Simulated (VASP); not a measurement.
Wanted: the native input for a VASP 6.6.1 run.

| Item | Value |
| --- | --- |
| Task | single point |
| Functional | PBEsol |
| Potentials or basis | VASP PAW PBE potentials, release 64 (Cd, S) |
| Cutoff | 520 eV |
| k mesh | 7 × 7 × 7 |
| Occupations | fermi-dirac, width 0.02 eV |
| Spin | no spin polarisation |
| Dipole correction | no |
| Further INCAR settings | ALGO = Normal; EDIFF = 1e-06; NBANDS = 16 |

The structure of CdS lies in POSCAR:

```
CdS
1.0
    0.0000000000      3.0312420688      2.9429534649
    3.0312420688      0.0000000000      2.9429534649
    3.0312420688      3.0312420688      0.0000000000
Cd S
1 1
Direct
    0.0000000000      0.0000000000      0.0000000000
    0.7500000000      0.7500000000      0.7500000000
```

This cell differs from its parent crystal: equal xx and yy strain of +3 %.

The input as run:

INCAR

```
PREC = Accurate
ENCUT = 520
EDIFF = 1E-6
ISMEAR = -1
SIGMA = 0.02
LREAL = False
LASPH = True
NELM = 100
ALGO = Normal
ISIF = 2
LWAVE = False
LCHARG = True
GGA = PS
LELF = True
LVHAR = True
NBANDS = 16
```

KPOINTS

```
Automatic mesh
0
Gamma
  7 7 7
```

Potentials or basis: VASP PAW PBE potentials, release 64 (Cd, S).

Command:

```console
$ cat potpaw_PBE.64/Cd/POTCAR potpaw_PBE.64/S/POTCAR > POTCAR
$ mpirun -np 1 vasp_std > vasp.out
```

Results of the run:

```
Pressure               : -4.3 GPa
Band gap on the k mesh : 0.77 eV, direct
```

Caveat: the cell differs from its parent crystal (equal xx and yy strain of +3 %); the PAW data sets were made with another functional, which shifts forces and pressure a little.

It took 21 s on 1 thread of AMD EPYC 9R45 96-Core Processor (Zen 5) (shared host), peak memory 0.16 GiB.
